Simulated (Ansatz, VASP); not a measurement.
## One calculation of Rb, two programs

The input INCAR:

```
PREC = Accurate
ENCUT = 520
EDIFF = 1E-6
ISMEAR = -1
SIGMA = 0.1
LREAL = False
LASPH = True
NELM = 80
ALGO = Normal
ISIF = 2
LWAVE = False
LCHARG = False
GGA = PS
NBANDS = 16
```

The input KPOINTS:

```
Automatic mesh
0
Gamma
  9 9 6
```

POSCAR

```
Rb
1.0
   -4.4515519582      4.4488374766      2.4044657296
    4.4488374766     -4.4515519582      2.4044657296
    4.5222894913      4.5222894913     -2.4094373075
Rb
2
Direct
    0.9999392007      0.0000607993      0.0000000000
    0.7500607993      0.2499392007      0.5000000000
```

Input for Ansatz:

```yaml
crystal:
  lattice:
    - [-4.4515519582, 4.4488374766, 2.4044657296]
    - [4.4488374766, -4.4515519582, 2.4044657296]
    - [4.5222894913, 4.5222894913, -2.4094373075]
  atoms:
    - { symbol: Rb, position: [0.9999392007, 6.07993e-05, 0.0] }
    - { symbol: Rb, position: [0.7500607993, 0.2499392007, 0.5] }
hamiltonian:
  xc: pbesol
  pseudopotentials:
    kind: paw
    azcp:
      Rb: "pseudopotentials/Rb.paw.azcp"
basis:
  ecutwfc: 420
  fft_grid_basis: typed
kpoints:
  mp_grid: { grid: [9, 9, 6], shift: [0, 0, 0] }
magnetization:
  spin_polarized: false
scf:
  occupations: { method: fermi_dirac, width: 0.1 }
  lower_state_search: "off"
output:
  stress: true
```

Alike in both runs: task single point; functional PBEsol; k mesh 9 × 9 × 6; occupations fermi-dirac, width 0.1 eV; no spin polarisation.

```csv
,VASP,Ansatz
version,VASP 6.6.1,Ansatz 0.2.0
potentials or method,"VASP PAW PBE potentials, release 64 (Rb_sv), cutoff 520 eV","plane waves (420 eV) with PAW, scalar-relativistic"
valence electrons in the cell,18,18
```

```tsv
	VASP	Ansatz	Ansatz less VASP
pressure (GPa)	-0.2	-0.2	0.00
```

VASP's potentials were made for PBE, not for PBEsol, and Ansatz warns of the same on its side. The functional is the same, so the differences come from potentials, cutoffs and numerics.
